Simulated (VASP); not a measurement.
Write the native input for VASP 6.6.1 that does the following.

```yaml
Task: single point
Functional: PBE
Potentials_or_basis: VASP PAW PBE potentials, release 64 (Mo_sv)
Cutoff: 500 eV
k_mesh: 10 × 10 × 10
Occupations: fermi-dirac, width 0.1 eV
Spin: no spin polarisation
Dipole_correction: no
Further_INCAR_settings: ALGO = Normal; EDIFF = 1e-06; NBANDS = 13
```

The structure of Mo lies in POSCAR:

```
Mo
1.0
    2.4723890526      0.0000000000      0.0000000000
    0.0000000000      2.4723890526      0.0000000000
    0.0000000000      0.0000000000      2.4723890526
Mo
1
Direct
    0.0000000000      0.0000000000      0.0000000000
```

The input as run:

INCAR

```
PREC     = Accurate       # precision mode
ENCUT    = 500            # plane-wave cutoff, eV
EDIFF    = 1E-6           # SCF threshold, eV
ISMEAR   = -1             # smearing method
SIGMA    = 0.1            # smearing width, eV
LREAL    = False          # projectors in reciprocal space
LASPH    = True           # aspherical terms in the spheres
NELM     = 120            # most SCF steps
ALGO     = Normal         # electronic algorithm
ISIF     = 2              # what is computed and relaxed
LWAVE    = False          # write WAVECAR
LCHARG   = False          # write CHGCAR
GGA      = PE             # functional
NBANDS   = 13             # bands
GGA_COMPAT= False
```

KPOINTS

```
Automatic mesh
0
Gamma
  10 10 10
```

Potentials or basis: VASP PAW PBE potentials, release 64 (Mo_sv).

Run with:

```sh
$ cat potpaw_PBE.64/Mo_sv/POTCAR > POTCAR
$ mpirun -np 1 vasp_std > vasp.out
```

It gave:

```json
{
 "Pressure": "41.0 GPa",
 "Band gap on the k mesh": "zero (band 7 reaches 14.66 eV, above the bottom of band 8 at 12.05 eV)"
}
```

It took 3.4 s on 1 thread of Intel(R) Xeon(R) 6975P-C (Granite Rapids) (shared host), peak memory 0.12 GiB.
